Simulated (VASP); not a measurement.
# SiC (P-6m2) in VASP: further runs

The runs below take SiC through relaxation of cell and atoms, single point, with PBE.

Program: VASP 6.6.1. These are calculated values, not measurements. Logs are shortened: lines on timing, memory, paths and dates and some standing lists are left out, and cuts for length are marked.

**1. The cell of the first run**

Symmetry: P-6m2, No. 187, hexagonal system. Conventional cell: a = 3.095 Å, b = 3.095 Å, c = 5.684 Å, α = 90.00°, β = 90.00°, γ = 120.00°. Within 2.4 Å of Si (site symmetry -6m2) lie 3 C at 1.79 Å. C (site symmetry -6m2) has 3 Si at 1.79 Å within 2.4 Å.

**2. Relaxation of cell and atoms, PBE**

INCAR reads:

```
SYSTEM = SiC
PREC     = Accurate       ! precision mode
ENCUT    = 600            ! plane-wave cutoff, eV
EDIFF    = 1E-7           ! SCF threshold, eV
ISMEAR   = 0              ! smearing method
SIGMA    = 0.1            ! smearing width, eV
LREAL    = .False.        ! projectors in reciprocal space
LASPH    = .True.         ! aspherical terms in the spheres
NELM     = 60             ! most SCF steps
ALGO     = Normal         ! electronic algorithm
ISIF     = 3              ! what is computed and relaxed
LWAVE    = .False.        ! write WAVECAR
LCHARG   = .False.        ! write CHGCAR
GGA      = PE             ! functional
IBRION   = 2              ! ionic algorithm
NSW      = 90             ! ionic steps
EDIFFG   = -0.04          ! ionic threshold
```

KPOINTS reads:

```
regular mesh
0
Gamma
  6 6 4
  0 0 0
```

POSCAR reads:

```
SiC
1.0
    3.0950049463      0.0000000000      0.0000000000
   -1.5475024732      2.6803529083      0.0000000000
    0.0000000000      0.0000000000      5.6843388287
Si C
1 1
Direct
    0.6666666667      0.3333333333      0.0000000000
    0.3333333333      0.6666666667      0.0000000000
```

Potentials or basis: VASP PAW PBE potentials, release 64 (Si, C).

Run with:

```bash
$ cat potpaw_PBE.64/Si/POTCAR potpaw_PBE.64/C/POTCAR > POTCAR
$ mpirun -np 1 vasp_std > vasp.out
```

OUTCAR:

```text
SYSTEM = SiC
   PREC = Accurate
   ENCUT = 600
   EDIFF = 1E-7
   ISMEAR = 0
   LREAL = .False.
   LASPH = .True.
   NELM = 60
   ISIF = 3
   GGA = PE
   IBRION = 2
   NSW = 90
   EDIFFG = -0.04

 ion  position               nearest neighbor table
   1  0.667  0.333  0.000-   2 1.79   2 1.79   2 1.79
   2  0.333  0.667  0.000-   1 1.79   1 1.79   1 1.79

  LATTYP: Found a hexagonal cell.
 ALAT       =     3.0950049463
 C/A-ratio  =     1.8366170418

  Lattice vectors:

 A1 = (   3.0950049463,   0.0000000000,   0.0000000000)
 A2 = (  -1.5475024732,   2.6803529083,   0.0000000000)
 A3 = (   0.0000000000,   0.0000000000,   5.6843388287)

Analysis of symmetry for initial positions (statically):
=====================================================================
 Subroutine PRICEL returns:
 Original cell was already a primitive cell.

 Routine SETGRP: Setting up the symmetry group for a
 hexagonal supercell.

 Subroutine GETGRP returns: Found 12 space group operations
 (whereof 12 operations were pure point group operations)
 out of a pool of 24 trial point group operations.

The static configuration has the point symmetry D_3h.

Analysis of symmetry for dynamics (positions and initial velocities):
=====================================================================
 Subroutine PRICEL returns:
 Original cell was already a primitive cell.

 Routine SETGRP: Setting up the symmetry group for a
 hexagonal supercell.

 Subroutine GETGRP returns: Found 12 space group operations
 (whereof 12 operations were pure point group operations)
 out of a pool of 24 trial point group operations.

The dynamic configuration has the point symmetry D_3h.

 Subroutine INISYM returns: Found 12 space group operations
 (whereof 12 operations are pure point group operations),
 and found     1 'primitive' translations

----------------------------------------------------------------------------------------

                                     Primitive cell

  volume of cell :      47.1556

  direct lattice vectors                    reciprocal lattice vectors
     3.095004946  0.000000000  0.000000000     0.323101261  0.186542600  0.000000000
    -1.547502473  2.680352908  0.000000000     0.000000000  0.373085200  0.000000000
     0.000000000  0.000000000  5.684338829     0.000000000  0.000000000  0.175921955

  length of vectors
     3.095004946  3.095004946  5.684338829     0.373085200  0.373085200  0.175921955

  position of ions in fractional coordinates (direct lattice)
     0.666666667  0.333333333  0.000000000
     0.333333333  0.666666667  0.000000000

  ion indices of the primitive-cell ions
   primitive index   ion index
                 1           1
                 2           2

----------------------------------------------------------------------------------------

 KPOINTS: regular mesh

Automatic generation of k-mesh.
 Grid dimensions read from file:
 generate k-points for:    6    6    4

 Generating k-lattice:

  Cartesian coordinates                     Fractional coordinates (reciprocal lattice)
     0.053850210  0.031090433  0.000000000     0.166666667  0.000000000  0.000000000
     0.000000000  0.062180867  0.000000000     0.000000000  0.166666667  0.000000000
     0.000000000  0.000000000  0.043980489     0.000000000  0.000000000  0.250000000

  Length of vectors
     0.062180867  0.062180867  0.043980489

  Shift w.r.t. Gamma in fractional coordinates (k-lattice)
     0.000000000  0.000000000  0.000000000

 Subroutine IBZKPT returns following result:
 ===========================================

 Found     21 irreducible k-points:

 Following reciprocal coordinates:
            Coordinates               Weight
  0.000000  0.000000  0.000000      1.000000
  0.166667 -0.000000  0.000000      6.000000
  0.333333 -0.000000  0.000000      6.000000
  0.500000 -0.000000  0.000000      3.000000
  0.166667  0.166667  0.000000      6.000000
  0.333333  0.166667  0.000000     12.000000
[... 13 lines left out ...]
  0.333333  0.166667  0.500000     12.000000
  0.333333  0.333333  0.500000      2.000000
   k-points           NKPTS =     21   k-points in BZ     NKDIM =     21   number of bands    NBANDS=      8
   number of dos      NEDOS =    301   number of ions     NIONS =      2
   total plane-waves  NPLWV =  37632
   dimension x,y,z NGX =    28 NGY =   28 NGZ =   48
   dimension x,y,z NGXF=    56 NGYF=   56 NGZF=   96
   ions per type =               1   1
   NGX,Y,Z   is equivalent  to a cutoff of  15.04, 15.04, 14.04 a.u.
   NGXF,Y,Z  is equivalent  to a cutoff of  30.08, 30.08, 28.08 a.u.
 SYSTEM =  SiC
   PREC   = accura    normal or accurate (medium, high low for compatibility)
   ISTART =      0    job   : 0-new  1-cont  2-samecut
   ICHARG =      2    charge: 1-file 2-atom 10-const
   ISPIN  =      1    spin polarized calculation?
   LNONCOLLINEAR =      F non collinear calculations
   LSORBIT =      F    spin-orbit coupling
   LASPH  =      T    aspherical Exc in radial PAW
   ENCUT  =  600.0 eV  44.10 Ry    6.64 a.u.   6.18  6.18 11.35*2*pi/ulx,y,z
   NELM   =     60;   NELMIN=  2; NELMDL= -5     # of ELM steps
   EDIFF  = 0.1E-06   stopping-criterion for ELM
   LREAL  =      F    real-space projection
   EDIFFG = -.4E-01   stopping-criterion for IOM
   NSW    =     90    number of steps for IOM
   IBRION =      2    ionic relax: 0-MD 1-quasi-New 2-CG
   NFREE  =      1    steps in history (QN), initial steepest desc. (CG)
   ISIF   =      3    stress and relaxation
   ISYM   =      2    0-nonsym 1-usesym 2-fastsym
   POTIM  = 0.5000    time-step for ionic-motion
   TEBEG  =    0.0;   TEEND  =   0.0 temperature during run
   PSTRESS=    0.0 pullay stress
   NELECT =       8.0000    total number of electrons
   NUPDOWN=      -1.0000    fix difference up-down
   EMIN   =  10.00;   EMAX   =-10.00  energy-range for DOS
   EFERMI =   0.00;   METHOD = LEGACY
   ISMEAR =     0;   SIGMA  =   0.10  broadening in eV -4-tet -1-fermi 0-gaus
   EFERMI_NEDOS =   21; number of points for ismear=-14 and -15
   IALGO  =     38    algorithm
   IMIX   =      4    mixing-type and parameters
     AMIX     =   0.40;   BMIX     =  1.00
     AMIX_MAG =   1.60;   BMIX_MAG =  1.00
  volume/ion in A,a.u.               =      23.58       159.11
  Fermi-wavevector in a.u.,A,eV,Ry     =   0.906276  1.712613 11.174953  0.821336
  Thomas-Fermi vector in A             =   2.029944
   LORBIT       =      0    0 simple, 1 ext, 2 COOP (PROOUT), +10 PAW based schemes
   GGA     = PE    functional components
   LHFCALC =     F    Hartree Fock is set to
   AEXX    =    0.0000 exact exchange contribution
   IVDW    =     0    specifies the selected vdW correction
   LEPSILON=     F    determine dielectric tensor
   LRPA    =     F    only Hartree local field effects (RPA)
 conjugate gradient relaxation of ions
 non-spin polarized calculation
 Gauss-broadening in eV      SIGMA  =   0.10
  energy-cutoff  :      600.00
  volume of cell :       47.16
 maximum number of plane-waves:      1608
 NGX is ok and might be reduce to    28
   NGX = 13   NGY = 13   NGZ = 23

 number of electron       8.0000000 magnetization

 Free energy of the ion-electron system (eV)
  ---------------------------------------------------
  ext. energy  EPLUGINS =         0.00000000
  ---------------------------------------------------
  free energy    TOTEN  =       -14.05453103 eV

  energy without entropy =      -14.05453103  energy(sigma->0) =      -14.05453103

 E-fermi :   1.2863     XC(G=0):  -6.8506

 val. band max:        0.8063273262   @ k =   0.3333   0.3333   0.0000
 cond. band min:       3.1837983156   @ k =   0.5000  -0.0000   0.5000
 fundamental gap:      2.3774709894
 Fermi energy:         1.2862645783

 k-point     1 :       0.0000    0.0000    0.0000
  band No.  band energies     occupation
      1     -12.9125      2.00000
      2      -2.8981      2.00000
      3      -0.5534      2.00000
      4      -0.5534      2.00000
      5       3.2999      0.00000
      6       7.5202      0.00000
      7       8.2913      0.00000
      8       8.2913      0.00000

 k-point     2 :       0.1667   -0.0000    0.0000
  band No.  band energies     occupation
      1     -12.4594      2.00000
      2      -2.4276      2.00000
      3      -2.2575      2.00000
      4      -1.0242      2.00000
      5       3.9350      0.00000
      6       7.0059      0.00000
      7       8.0712      0.00000
      8       9.0559      0.00000

 k-point     3 :       0.3333   -0.0000    0.0000
  band No.  band energies     occupation
      1     -11.1854      2.00000
      2      -5.2194      2.00000
      3      -1.7667      2.00000
      4      -1.1089      2.00000
      5       4.7597      0.00000
      6       5.3514      0.00000
      7       6.4966      0.00000
      8      10.9353      0.00000

 k-point     4 :       0.5000   -0.0000    0.0000
  band No.  band energies     occupation
      1      -9.9609      2.00000
      2      -7.1036      2.00000
      3      -2.0751      2.00000
      4       0.1209      2.00000
      5       3.4524      0.00000
      6       4.5793      0.00000
      7       8.2684      0.00000
      8       9.4284      0.00000

 k-point     5 :       0.1667    0.1667    0.0000
  band No.  band energies     occupation
      1     -11.5894      2.00000
      2      -4.0800      2.00000
      3      -2.2663      2.00000
      4      -1.5242      2.00000
      5       5.0212      0.00000
      6       6.3155      0.00000
      7       7.2866      0.00000
      8       9.1197      0.00000

 k-point     6 :       0.3333    0.1667    0.0000
  band No.  band energies     occupation
      1     -10.1348      2.00000
      2      -6.3088      2.00000
      3      -3.3577      2.00000
      4      -0.0227      2.00000
      5       4.0516      0.00000
      6       6.2137      0.00000
      7       7.9101      0.00000
      8       9.5914      0.00000

 k-point     7 :       0.3333    0.3333    0.0000
  band No.  band energies     occupation
      1      -9.3698      2.00000
      2      -6.4854      2.00000
      3      -4.8775      2.00000
      4       0.8063      2.00000
      5       3.4326      0.00000
      6       7.7615      0.00000
      7       8.0125      0.00000
      8       9.3733      0.00000
[... 100 lines left out ...]
 k-point    17 :       0.3333   -0.0000    0.5000
  band No.  band energies     occupation
      1     -11.1809      2.00000
      2      -5.2147      2.00000
      3      -1.7657      2.00000
      4      -1.2522      2.00000
      5       5.0359      0.00000
      6       5.0768      0.00000
      7       8.4878      0.00000
      8       8.7125      0.00000

 k-point    18 :       0.5000   -0.0000    0.5000
  band No.  band energies     occupation
      1      -9.9580      2.00000
      2      -7.0974      2.00000
      3      -2.0740      2.00000
      4       0.0354      2.00000
      5       3.1838      0.00000
      6       4.6628      0.00000
      7       9.7983      0.00000
      8       9.9651      0.00000

 k-point    19 :       0.1667    0.1667    0.5000
  band No.  band energies     occupation
      1     -11.5847      2.00000
      2      -4.0755      2.00000
      3      -2.2642      2.00000
      4      -1.6791      2.00000
      5       5.8268      0.00000
      6       6.4029      0.00000
      7       7.7629      0.00000
      8       8.5124      0.00000

 k-point    20 :       0.3333    0.1667    0.5000
  band No.  band energies     occupation
      1     -10.1314      2.00000
      2      -6.3034      2.00000
      3      -3.3546      2.00000
      4      -0.1266      2.00000
      5       3.8264      0.00000
      6       6.5181      0.00000
      7       8.7304      0.00000
      8       9.3099      0.00000

 k-point    21 :       0.3333    0.3333    0.5000
  band No.  band energies     occupation
      1      -9.3675      2.00000
      2      -6.4793      2.00000
      3      -4.8729      2.00000
      4       0.7495      2.00000
      5       3.2289      0.00000
      6       7.4152      0.00000
      7       8.2793      0.00000
      8       9.8104      0.00000

------------------------ aborting loop because EDIFF is reached ----------------------------------------

  FORCE on cell =-STRESS in cart. coord.  units (eV):
  Direction    XX          YY          ZZ          XY          YZ          ZX
  --------------------------------------------------------------------------------------
  -------------------------------------------------------------------------------------
  Total        0.0213485      0.0213485     -0.0288754     -0.0000000     -0.0000000      0.0000000
  in kB        0.7253462      0.7253462     -0.9810805     -0.0000000     -0.0000000      0.0000000
  external PRESSURE =       0.1565373 kB  Pullay stress =       0.0000000 kB

 VOLUME and BASIS-vectors are now :
 -----------------------------------------------------------------------------
  energy-cutoff  :      600.00
  volume of cell :       47.16
      direct lattice vectors                 reciprocal lattice vectors
     3.095004946  0.000000000  0.000000000     0.323101261  0.186542600  0.000000000
    -1.547502473  2.680352908  0.000000000     0.000000000  0.373085200  0.000000000
     0.000000000  0.000000000  5.684338829     0.000000000  0.000000000  0.175921955

 POSITION                                       TOTAL-FORCE (eV/Angst)
 -----------------------------------------------------------------------------------
      1.54750      0.89345      0.00000         0.000000     -0.000000      0.000000
     -0.00000      1.78690      0.00000        -0.000000      0.000000      0.000000
 -----------------------------------------------------------------------------------
    total drift:                                0.000000     -0.000000     -0.000000

  FREE ENERGIE OF THE ION-ELECTRON SYSTEM (eV)
  ---------------------------------------------------
  free  energy   TOTEN  =       -14.0545310316 eV

  energy  without entropy=      -14.0545310316  energy(sigma->0) =      -14.05453103

 reached required accuracy - stopping structural energy minimisation
```

Run time: 13 s. Hardware: 1 thread of AMD EPYC 7R43 (Zen 3), shared host; peak memory 0.15 GiB.

What came out:

```yaml
Free_energy: -14.0545 eV
Pressure_after_relaxing: 0.0 GPa
Band_gap_on_the_k_mesh: 2.38 eV, indirect (least direct gap 2.48 eV)
```

Stress tensor (GPa, compression positive):
```
 0.07  0.00  0.00
 0.00  0.07  0.00
 0.00  0.00 -0.10
```

Final structure:
```
CELL_PARAMETERS angstrom
3.09500 0.00000 0.00000
-1.54750 2.68035 0.00000
0.00000 0.00000 5.68434
ATOMIC_POSITIONS crystal
Si 0.66667 0.33333 0.00000
C 0.33333 0.66667 0.00000
```

Caveat: the relaxation stopped at its first step, so nothing moved.

**3. Relaxation of cell and atoms, PBE**

This run uses another cell than the first one, of 14.01 Å³/atom, 0.594 times its volume.

INCAR reads:

```
ALGO = Normal
EDIFF = 1E-6
EDIFFG = -0.04
ENCUT = 600
GGA = PE
IBRION = 2
ISIF = 3
ISMEAR = 0
LASPH = T
LCHARG = F
LREAL = F
LWAVE = F
NELM = 60
NSW = 90
PREC = Accurate
SIGMA = 0.1
```

KPOINTS reads:

```
k-points
0
Gamma
  12 12 2
```

POSCAR reads:

```
SiC
1.0
    1.5862834500      0.0000000000      0.0000000000
   -0.7931417200      1.3737617600      0.0000000000
    0.0000000000      0.0000000000     12.8535547300
Si C
1 1
Direct
    0.6666666700      0.3333333300      0.0000000000
    0.3333333300      0.6666666700      0.0000000000
```

Potentials or basis: VASP PAW PBE potentials, release 64 (Si, C).

Run with:

```bash
$ cat potpaw_PBE.64/Si/POTCAR potpaw_PBE.64/C/POTCAR > POTCAR
$ mpirun -np 1 vasp_std > vasp.out
```

Run time: 4.2 min. Hardware: 1 thread of AMD EPYC 7R43 (Zen 3), shared host; peak memory 0.12 GiB.

Results (log left out):

```
Free energy                            : -12.5676 eV
Relaxed volume                         : 20.97 Å³/atom
Relaxed cell                           : a = 3.016 Å, b = 3.016 Å, c = 5.324 Å, α = 90.00°, β = 90.00°, γ = 120.00°
Space group after relaxing (to 0.05 Å) : P-6m2 (No. 187)
Energy gained by relaxing              : 68529.1 meV/atom
Ionic steps                            : 25
Band gap on the k mesh                 : 2.62 eV, indirect (least direct gap 2.88 eV)
```

Step by step:
| step | energy change (eV) | largest force (eV/Å) | pressure (GPa) | volume (Å³) |
| --- | --- | --- | --- | --- |
| 1 | 0.0000 | 0.0000 | 1054.24 | 28.01 |
| 2 | -78.1070 | 0.0000 | -2.58 | 1641.46 |
| 3 | -86.7108 | 0.0000 | -3.00 | 1307.14 |
| 4 | -93.8372 | 0.0000 | -3.32 | 1062.53 |
| 5 | -119.2452 | 0.0000 | -5.22 | 359.30 |
| 6 | -133.1512 | 0.0000 | -11.39 | 147.05 |
| 7 | -133.1050 | 0.0000 | 40.34 | 75.87 |
| 8 | -135.8716 | 0.0000 | -9.35 | 119.84 |
| 9 | -136.7549 | 0.0000 | 3.26 | 96.60 |
| 10 | -136.8170 | 0.0000 | -1.37 | 102.09 |
| 11 | -136.8218 | 0.0000 | 0.11 | 100.16 |
| 12 | -136.8316 | 0.0000 | 0.13 | 98.75 |
| 13 | -136.8593 | 0.0000 | 0.21 | 94.55 |
| 14 | -136.9079 | 0.0000 | 0.35 | 86.13 |
| 15 | -136.9830 | 0.0000 | 0.65 | 69.27 |
| 16 | -137.0460 | 0.0000 | 1.88 | 35.50 |
| 17 | -137.0371 | 0.0000 | 1.04 | 51.43 |
| 18 | -136.5657 | 0.0000 | -14.10 | 57.35 |
| 19 | -137.0393 | 0.0000 | -0.29 | 51.81 |
| 20 | -137.0394 | 0.0000 | -0.16 | 51.78 |
| 21 | -137.0409 | 0.0000 | -0.17 | 51.15 |
| 22 | -137.0452 | 0.0000 | -0.18 | 49.27 |
| 23 | -137.0531 | 0.0000 | -0.19 | 45.50 |
| 24 | -137.0567 | 0.0000 | -0.13 | 37.95 |
| 25 | -137.0582 | 0.0000 | -0.21 | 41.95 |

Final structure:
```
CELL_PARAMETERS angstrom
3.01637 0.00000 0.00000
-1.50819 2.61226 0.00000
0.00000 0.00000 5.32390
ATOMIC_POSITIONS crystal
Si 0.66667 0.33333 0.00000
C 0.33333 0.66667 0.00000
```

Levels at points of the mesh, in eV from the valence-band top:
| k point | band 1 | band 2 | band 3 | band 4 | band 5 | band 6 | band 7 | band 8 |
| --- | --- | --- | --- | --- | --- | --- | --- | --- |
| (0.00, 0.00, 0.00) | -14.01 | -3.80 | -1.01 | -1.01 | 2.62 | 7.84 | 8.29 | 8.29 |
| (0.50, 0.00, 0.00) | -10.90 | -7.81 | -2.36 | -0.66 | 3.04 | 4.40 | 7.95 | 9.03 |
| (0.00, 0.00, 0.50) | -14.00 | -4.08 | -1.01 | -1.01 | 4.91 | 5.51 | 8.30 | 8.30 |
| (0.50, 0.00, 0.50) | -10.89 | -7.80 | -2.35 | -0.80 | 2.62 | 4.55 | 9.67 | 10.11 |

Caveat: the volume moved by over 15 % at a fixed basis, so the end points are rough.

[end of part 1 of 3]
